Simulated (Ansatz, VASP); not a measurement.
# SiGe in VASP and in Ansatz

Contents of INCAR:

```
PREC = Accurate
ENCUT = 520
EDIFF = 1E-6
ISMEAR = 0
SIGMA = 0.02
LREAL = F
LASPH = T
NELM = 80
ALGO = Normal
ISIF = 2
LWAVE = F
LCHARG = F
GGA = PS
NBANDS = 26
```

File KPOINTS:

```
regular mesh
0
Gamma
  12 12 6
```

POSCAR

```
SiGe
1.0
    3.9005969071      0.0000000000      0.0000000000
   -1.9502984535      3.3780160115      0.0000000000
    0.0000000000      0.0000000000      6.4433927750
Si Ge
2 2
Direct
    0.6666666667      0.3333333333      0.8745463427
    0.3333333333      0.6666666667      0.3745463427
    0.6666666667      0.3333333333      0.5004526573
    0.3333333333      0.6666666667      0.0004526573
```

Input for Ansatz:

```yaml
crystal:
  lattice:
    - [3.9005968931, 0.0, 0.0]
    - [-1.9502984466, 3.3780159994, 0.0]
    - [0.0, 0.0, 6.4433927721]
  atoms:
    - { symbol: Si, position: [0.6666666667, 0.3333333333, 0.874546342] }
    - { symbol: Si, position: [0.3333333333, 0.6666666667, 0.374546342] }
    - { symbol: Ge, position: [0.6666666667, 0.3333333333, 0.500452658] }
    - { symbol: Ge, position: [0.3333333333, 0.6666666667, 0.000452658] }
basis:
  ecutwfc: 420
kpoints:
  mp_grid: { grid: [12, 12, 6] }
  band_path: { path: [VBM, CBM], npoints: 2 }
hamiltonian:
  xc: pbesol
scf:
  occupations: { method: gaussian, width: 0.02 }
output:
  forces: true
  stress: true
  eigenvalues: true
checkpoint:
  read: start.run
  write: ck
  compress: false
  write_wavefunctions: false
  write_every: 100000
```

Alike in both runs: task single point; functional PBEsol; k mesh 12 × 12 × 6; occupations gaussian, width 0.02 eV; no spin polarisation.

|  | VASP | Ansatz |
| --- | --- | --- |
| version | VASP 6.6.1 | Ansatz 0.2.0 |
| potentials or method | VASP PAW PBE potentials, release 64 (Si, Ge_d), cutoff 520 eV | scalar-relativistic, plane waves, PAW |
| valence electrons in the cell | 36 | 36 |

```tsv
	VASP	Ansatz	Ansatz less VASP
gap on the k mesh at the Fermi level (eV)	0.35	0.35	-0.001
least direct gap on the mesh (eV)	0.41	0.40	-0.005
pressure (GPa)	0.0	0.0	+0.02
```

VASP's potentials were made for PBE, not for PBEsol. With one functional, cell and mesh, what is left measures potentials, basis and numerics.
